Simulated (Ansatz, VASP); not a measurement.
Sc2Ta: VASP beside Ansatz

The input INCAR:

```
PREC = Accurate ; ENCUT = 600
EDIFF = 1E-7 ; ISMEAR = 0
SIGMA = 0.1 ; LREAL = False
LASPH = True ; NELM = 100
ALGO = Fast ; ISIF = 3
LWAVE = False ; LCHARG = False
GGA = PE ; IBRION = 2
NSW = 100 ; EDIFFG = -0.01
```

Contents of KPOINTS:

```
regular mesh
0
Gamma
  8 8 8
```

The input POSCAR:

```
Sc2Ta
1.0
    0.0000000000      3.9808958866      3.9808958866
    3.9808958866      0.0000000000      3.9808958866
    3.9808958866      3.9808958866      0.0000000000
Sc Ta
4 2
Direct
    0.1250000000      0.1250000000      0.1250000000
    0.6250000000      0.1250000000      0.1250000000
    0.1250000000      0.1250000000      0.6250000000
    0.1250000000      0.6250000000      0.1250000000
    0.5000000000      0.5000000000      0.5000000000
    0.7500000000      0.7500000000      0.7500000000
```

Input for Ansatz:

```yaml
crystal:
  lattice:
    - [0.0, 3.9808958866, 3.9808958866]
    - [3.9808958866, 0.0, 3.9808958866]
    - [3.9808958866, 3.9808958866, 0.0]
  atoms:
    - { symbol: Sc, position: [0.125, 0.125, 0.125] }
    - { symbol: Sc, position: [0.625, 0.125, 0.125] }
    - { symbol: Sc, position: [0.125, 0.125, 0.625] }
    - { symbol: Sc, position: [0.125, 0.625, 0.125] }
    - { symbol: Ta, position: [0.5, 0.5, 0.5] }
    - { symbol: Ta, position: [0.75, 0.75, 0.75] }
basis:
  ecutwfc: 420
kpoints:
  mp_grid: { grid: [8, 8, 8] }
hamiltonian:
  xc: pbe
scf:
  occupations: { method: gaussian, width: 0.1 }
output:
  forces: true
  stress: true
  eigenvalues: true
relax:
  adjacent_minimum: "off"
  f_tol: 0.01
  max_steps: 80
  cell: { stress_tol: 0.05 }
```

Alike in both runs: task relaxation of cell and atoms; functional PBE; k mesh 8 × 8 × 8; occupations gaussian, width 0.1 eV; no spin polarisation.

|  | VASP | Ansatz |
| --- | --- | --- |
| version | VASP 6.6.1 | Ansatz 0.2.0 |
| potentials or method | VASP PAW PBE potentials, release 64 (Sc_sv, Ta_pv), cutoff 600 eV | scalar-relativistic, plane waves, PAW |
| valence electrons in the cell | 66 | 70 |

```tsv
	VASP	Ansatz	Ansatz less VASP
gap on the k mesh at the Fermi level, each at its own relaxed structure (eV)	none	none	-
relaxed volume (Å³/atom)	21.03	21.01	-0.022
relaxed length of the cell vector where the two differ most in proportion (Å)	5.630	5.628	-0.0020
```

A gap of «none» marks a metal or a gap that the smearing closes. VASP's potentials hold 66 valence electrons a cell and Ansatz's 70, so a difference there can come from the potentials and not from the codes.

Neither program's run includes spin-orbit coupling. Noted on VASP's run: the relaxation stopped at its first step, so nothing moved.
